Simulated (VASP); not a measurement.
# Al in VASP: further runs, part 2 of 2

VASP 6.6.1.

## 5. Single point, PBEsol (strain -0.030 along x and y, +0.030 along z)

INCAR reads:

```
SYSTEM = Al
  PREC = Accurate
  ENCUT = 520
  EDIFF = 1E-6
  ISMEAR = 0
  SIGMA = 0.15
  LREAL = .False.
  LASPH = .True.
  NELM = 60
  ALGO = Normal
  ISIF = 2
  LWAVE = .False.
  LCHARG = .True.
  GGA = PS
  LELF = .True.
  LVHAR = .True.
  NBANDS = 8
```

KPOINTS reads:

```
Automatic mesh
0
Gamma
  20 20 20
  0 0 0
```

POSCAR reads:

```
Al
1.0
   -1.5434821293      1.5434821293      1.6389552507
    1.5434821293     -1.5434821293      1.6389552507
    1.5434821293      1.5434821293     -1.6389552507
Al
1
Direct
    0.0000000000      0.0000000000      0.0000000000
```

Potentials or basis: VASP PAW PBE potentials, release 64 (Al).

Command:

```console
> cat potpaw_PBE.64/Al/POTCAR > POTCAR
> mpirun -np 1 vasp_std > vasp.out
```

OUTCAR:

```text
SYSTEM = Al
   PREC = Accurate
   ENCUT = 520
   EDIFF = 1E-6
   ISMEAR = 0
   LREAL = .False.
   LASPH = .True.
   NELM = 60
   ISIF = 2
   GGA = PS

 ion  position               nearest neighbor table
   1  0.000  0.000  0.000-

  LATTYP: Found a body centered tetragonal cell.
 ALAT       =     3.0869642586
 C/A-ratio  =     1.0618556701

  Lattice vectors:

 A1 = (  -1.5434821293,   1.5434821293,   1.6389552507)
 A2 = (   1.5434821293,  -1.5434821293,   1.6389552507)
 A3 = (   1.5434821293,   1.5434821293,  -1.6389552507)

Analysis of symmetry for initial positions (statically):
=====================================================================
 Subroutine PRICEL returns:
 Original cell was already a primitive cell.

 Routine SETGRP: Setting up the symmetry group for a
 body centered tetragonal supercell.

 Subroutine GETGRP returns: Found 16 space group operations
 (whereof 16 operations were pure point group operations)
 out of a pool of 16 trial point group operations.

The static configuration has the point symmetry D_4h.

Analysis of symmetry for dynamics (positions and initial velocities):
=====================================================================
 Subroutine PRICEL returns:
 Original cell was already a primitive cell.

 Routine SETGRP: Setting up the symmetry group for a
 body centered tetragonal supercell.

 Subroutine GETGRP returns: Found 16 space group operations
 (whereof 16 operations were pure point group operations)
 out of a pool of 16 trial point group operations.

The dynamic configuration has the point symmetry D_4h.

 Subroutine INISYM returns: Found 16 space group operations
 (whereof 16 operations are pure point group operations),
 and found     1 'primitive' translations

----------------------------------------------------------------------------------------

                                     Primitive cell

  volume of cell :      15.6182

  direct lattice vectors                    reciprocal lattice vectors
    -1.543482129  1.543482129  1.638955251     0.000000000  0.323942850  0.305072393
     1.543482129 -1.543482129  1.638955251     0.323942850  0.000000000  0.305072393
     1.543482129  1.543482129 -1.638955251     0.323942850  0.323942850  0.000000000

  length of vectors
     2.729624238  2.729624238  2.729624238     0.444981050  0.444981050  0.458124372

  position of ions in fractional coordinates (direct lattice)
     0.000000000  0.000000000  0.000000000

  ion indices of the primitive-cell ions
   primitive index   ion index
                 1           1

----------------------------------------------------------------------------------------

 KPOINTS: Automatic mesh

Automatic generation of k-mesh.
 Grid dimensions read from file:
 generate k-points for:   20   20   20

 Generating k-lattice:

  Cartesian coordinates                     Fractional coordinates (reciprocal lattice)
     0.000000000  0.016197143  0.015253620     0.050000000 -0.000000000  0.000000000
     0.016197143  0.000000000  0.015253620    -0.000000000  0.050000000  0.000000000
     0.016197143  0.016197143  0.000000000     0.000000000  0.000000000  0.050000000

  Length of vectors
     0.022249053  0.022249053  0.022906219

  Shift w.r.t. Gamma in fractional coordinates (k-lattice)
     0.000000000  0.000000000  0.000000000

 Subroutine IBZKPT returns following result:
 ===========================================

 Found    641 irreducible k-points:

 Following reciprocal coordinates:
            Coordinates               Weight
  0.000000  0.000000  0.000000      1.000000
  0.050000 -0.000000  0.000000      8.000000
  0.100000 -0.000000  0.000000      8.000000
  0.150000  0.000000  0.000000      8.000000
  0.200000 -0.000000  0.000000      8.000000
  0.250000 -0.000000  0.000000      8.000000
[... 16 lines left out ...]
 -0.400000  0.050000  0.000000     16.000000
 -0.350000  0.050000  0.000000     16.000000
 [... further k-points ...]
   k-points           NKPTS =    641   k-points in BZ     NKDIM =    641   number of bands    NBANDS=      8
   number of dos      NEDOS =    301   number of ions     NIONS =      1
   total plane-waves  NPLWV =   8000
   dimension x,y,z NGX =    20 NGY =   20 NGZ =   20
   dimension x,y,z NGXF=    40 NGYF=   40 NGZF=   40
   ions per type =               1
   NGX,Y,Z   is equivalent  to a cutoff of  12.18, 12.18, 12.18 a.u.
   NGXF,Y,Z  is equivalent  to a cutoff of  24.36, 24.36, 24.36 a.u.
 SYSTEM =  Al
   PREC   = accura    normal or accurate (medium, high low for compatibility)
   ISTART =      0    job   : 0-new  1-cont  2-samecut
   ICHARG =      2    charge: 1-file 2-atom 10-const
   ISPIN  =      1    spin polarized calculation?
   LNONCOLLINEAR =      F non collinear calculations
   LSORBIT =      F    spin-orbit coupling
   LASPH  =      T    aspherical Exc in radial PAW
   ENCUT  =  520.0 eV  38.22 Ry    6.18 a.u.   5.08  5.08  5.08*2*pi/ulx,y,z
   NELM   =     60;   NELMIN=  2; NELMDL= -5     # of ELM steps
   EDIFF  = 0.1E-05   stopping-criterion for ELM
   LREAL  =      F    real-space projection
   EDIFFG = 0.1E-04   stopping-criterion for IOM
   NSW    =      0    number of steps for IOM
   IBRION =     -1    ionic relax: 0-MD 1-quasi-New 2-CG
   NFREE  =      0    steps in history (QN), initial steepest desc. (CG)
   ISIF   =      2    stress and relaxation
   ISYM   =      2    0-nonsym 1-usesym 2-fastsym
   POTIM  = 0.5000    time-step for ionic-motion
   TEBEG  =    0.0;   TEEND  =   0.0 temperature during run
   PSTRESS=    0.0 pullay stress
   NELECT =       3.0000    total number of electrons
   NUPDOWN=      -1.0000    fix difference up-down
   EMIN   =  10.00;   EMAX   =-10.00  energy-range for DOS
   EFERMI =   0.00;   METHOD = LEGACY
   ISMEAR =     0;   SIGMA  =   0.15  broadening in eV -4-tet -1-fermi 0-gaus
   EFERMI_NEDOS =   21; number of points for ismear=-14 and -15
   IALGO  =     38    algorithm
   IMIX   =      4    mixing-type and parameters
     AMIX     =   0.40;   BMIX     =  1.00
     AMIX_MAG =   1.60;   BMIX_MAG =  1.00
  volume/ion in A,a.u.               =      15.62       105.40
  Fermi-wavevector in a.u.,A,eV,Ry     =   0.944579  1.784996 12.139530  0.892230
  Thomas-Fermi vector in A             =   2.072398
   LORBIT       =      0    0 simple, 1 ext, 2 COOP (PROOUT), +10 PAW based schemes
   GGA     = PS    functional components
   LHFCALC =     F    Hartree Fock is set to
   AEXX    =    0.0000 exact exchange contribution
   IVDW    =     0    specifies the selected vdW correction
   LEPSILON=     F    determine dielectric tensor
   LRPA    =     F    only Hartree local field effects (RPA)
 non-spin polarized calculation
 Gauss-broadening in eV      SIGMA  =   0.15
  energy-cutoff  :      520.00
  volume of cell :       15.62
 maximum number of plane-waves:       442
   NGX = 11   NGY = 11   NGZ = 11

 number of electron       3.0000000 magnetization

 Free energy of the ion-electron system (eV)
  ---------------------------------------------------
  ext. energy  EPLUGINS =         0.00000000
  ---------------------------------------------------
  free energy    TOTEN  =        -3.98708824 eV

  energy without entropy =       -3.98201713  energy(sigma->0) =       -3.98455268

 E-fermi :   8.5306     XC(G=0): -10.4625

 val. band max:        8.5088274909   @ k =  -0.3500   0.5000   0.1500
 cond. band min:       8.5309592033   @ k =  -0.3000   0.4500   0.2000
 fundamental gap:      0.0221317125
 Fermi energy:         8.5305626030

 k-point     1 :       0.0000    0.0000    0.0000
  band No.  band energies     occupation
      1      -2.9768      2.00000
      2      21.6970      0.00000
      3      21.6970      0.00000
      4      23.1088      0.00000
      5      23.6556      0.00000
      6      24.0940      0.00000
      7      24.0940      0.00000
      8      24.4015      0.00000

 k-point     2 :       0.0500   -0.0000    0.0000
  band No.  band energies     occupation
      1      -2.9036      2.00000
      2      20.7781      0.00000
      3      21.3325      0.00000
      4      22.6652      0.00000
      5      23.4009      0.00000
      6      23.9481      0.00000
      7      24.6156      0.00000
      8      24.7024      0.00000
[... 221 lines left out ...]
 k-point    23 :      -0.4000    0.0500    0.0000
  band No.  band energies     occupation
      1       1.1696      2.00000
      2       8.0739      1.99998
      3      16.7974      0.00000
      4      17.7492      0.00000
      5      20.4320      0.00000
      6      21.5875      0.00000
      7      26.3697      0.00000
      8      30.2279      0.00000

 k-point    24 :      -0.3500    0.0500    0.0000
  band No.  band energies     occupation
      1       0.1676      2.00000
      2       9.8295      0.00000
      3      17.2544      0.00000
      4      18.0312      0.00000
      5      20.8550      0.00000
      6      21.8224      0.00000
      7      25.7104      0.00000
      8      29.2482      0.00000

 [... further k-points ...]
[... 5 lines left out ...]
  --------------------------------------------------------------------------------------
  -------------------------------------------------------------------------------------
  Total        0.3791966      0.3791966      0.6931697      0.0000000     -0.0000000      0.0000000
  in kB       38.8995651     38.8995651     71.1082227      0.0000000     -0.0000000      0.0000000
  external PRESSURE =      49.6357843 kB  Pullay stress =       0.0000000 kB

 VOLUME and BASIS-vectors are now :
 -----------------------------------------------------------------------------
  energy-cutoff  :      520.00
  volume of cell :       15.62
      direct lattice vectors                 reciprocal lattice vectors
    -1.543482129  1.543482129  1.638955251     0.000000000  0.323942850  0.305072393
     1.543482129 -1.543482129  1.638955251     0.323942850  0.000000000  0.305072393
     1.543482129  1.543482129 -1.638955251     0.323942850  0.323942850  0.000000000

 POSITION                                       TOTAL-FORCE (eV/Angst)
 -----------------------------------------------------------------------------------
      0.00000      0.00000      0.00000         0.000000      0.000000     -0.000000
 -----------------------------------------------------------------------------------
    total drift:                                0.000000      0.000000     -0.000000

  FREE ENERGIE OF THE ION-ELECTRON SYSTEM (eV)
  ---------------------------------------------------
  free  energy   TOTEN  =        -3.9870882360 eV

  energy  without entropy=       -3.9820171255  energy(sigma->0) =       -3.98455268
```

Run time: 35 s. Hardware: 1 thread of Intel Xeon Platinum 8488C (Sapphire Rapids), shared host; peak memory 0.17 GiB.

Results:

```yaml
Free_energy: -3.9871 eV
Pressure: 5.0 GPa
```

Levels at points of the mesh, in eV from the Fermi level:
```csv
k point,band 1,band 2,band 3,band 4
"(0.00, 0.00, 0.00)",-11.51,13.17,13.17,14.58
"(0.50, 0.00, 0.00)",-4.61,-4.09,8.85,9.02
"(0.50, 0.50, 0.00)",-4.31,-3.53,7.58,7.85
"(0.50, 0.50, 0.50)",0.86,2.36,2.57,2.57
```

Caveat: the cell differs from its parent crystal (strain -0.030 along x and y, +0.030 along z); the PAW data sets were made with another functional, which shifts forces and pressure a little.

## 6. The runs side by side

```csv
cell,gap on the mesh (eV),pressure (GPa)
"a = 2.673 Å, angles 109.5°, 1 atom",none,11.4
"a = 2.701 Å, angles 110.3, 110.3, 107.8°, 1 atom",none,7.9
"a = 2.715 Å, angles 110.7, 110.7, 107.0°, 1 atom",none,6.4
"a = 2.730 Å, angles 111.1, 111.1, 106.2°, 1 atom",none,5.0
```

Alike in all rows: task single point; level PBEsol; potentials or basis VASP PAW PBE potentials, release 64 (Al); no spin polarisation; k mesh 20 × 20 × 20; cutoff (eV) 520; smearing gaussian 0.15 eV.

Caveats: the PAW data sets were made with another functional, which shifts forces and pressure a little.

Total energies depend on the potentials used, so only differences within one code and one set of settings carry meaning.
